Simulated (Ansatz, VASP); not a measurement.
**In2GaN: VASP beside Ansatz**

Contents of INCAR:

```
  PREC = Accurate
  ENCUT = 520
  EDIFF = 1E-6
  ISMEAR = 0
  SIGMA = 0.1
  LREAL = F
  LASPH = T
  NELM = 150
  ALGO = Normal
  ISIF = 2
  LWAVE = F
  LCHARG = F
  ISPIN = 2
  MAGMOM = 0 0 0 1
  LORBIT = 11
  GGA = PE
  NBANDS = 34
```

File KPOINTS:

```
Automatic mesh
0
Gamma
  6 6 6
```

The input POSCAR:

```
In2GaN
1.0
    2.0899235200      1.2066179100      5.9052585100
   -2.0899235200      1.2066179100      5.9052585100
    0.0000000000     -2.4132358200      5.9052585100
In Ga N
2 1 1
Direct
    0.1312476400      0.1312476400      0.1312476400
    0.8687523600      0.8687523600      0.8687523600
    0.5000000000      0.5000000000      0.5000000000
    0.0000000000      0.0000000000      0.0000000000
```

Input for Ansatz:

```yaml
crystal:
  lattice:
    - [2.08992352, 1.20661791, 5.90525851]
    - [-2.08992352, 1.20661791, 5.90525851]
    - [0.0, -2.41323582, 5.90525851]
  atoms:
    - { symbol: In, position: [0.13124764, 0.13124764, 0.13124764] }
    - { symbol: In, position: [0.86875236, 0.86875236, 0.86875236] }
    - { symbol: Ga, position: [0.5, 0.5, 0.5] }
    - { symbol: "N", position: [0.0, 0.0, 0.0], spin: 1.0 }
basis:
  ecutwfc: 420
kpoints:
  mp_grid: { grid: [6, 6, 6] }
hamiltonian:
  xc: pbe
scf:
  occupations: { method: gaussian, width: 0.1 }
  lower_state_search: "off"
output:
  forces: true
  stress: true
  eigenvalues: true
  populations: true
magnetization:
  spin_polarized: true
```

Alike in both runs: task single point; functional PBE; k mesh 6 × 6 × 6; occupations gaussian, width 0.1 eV; collinear spin.

|  | VASP | Ansatz |
| --- | --- | --- |
| version | VASP 6.6.1 | Ansatz 0.2.0 |
| potentials or method | VASP PAW PBE potentials, release 64 (In_d, Ga_d, N), cutoff 520 eV | scalar-relativistic, plane waves, PAW |
| valence electrons in the cell | 44 | 44 |

|  | VASP | Ansatz | Ansatz less VASP |
| --- | --- | --- | --- |
| gap on the k mesh at the Fermi level (eV) | none | none | - |
| pressure (GPa) | 20.1 | 19.9 | -0.20 |
| traceless stress, the component that is largest in VASP (GPa) | -20.63 | -20.65 | -0.012 |
| rms of the force components (eV/Å) | 1.954 | 1.959 | +0.0049 |
| net moment per atom (μB) | 0.36 | 0.36 | -0.002 |
| size of the moment on the site where the two differ most (μB) | 0.97 | 1.21 | +0.237 |

Site moments also hang on the region over which each program counts them. Atom by atom the forces differ by 0.005 eV/Å (rms over components). A gap of «none» marks a metal or a gap that the smearing closes.
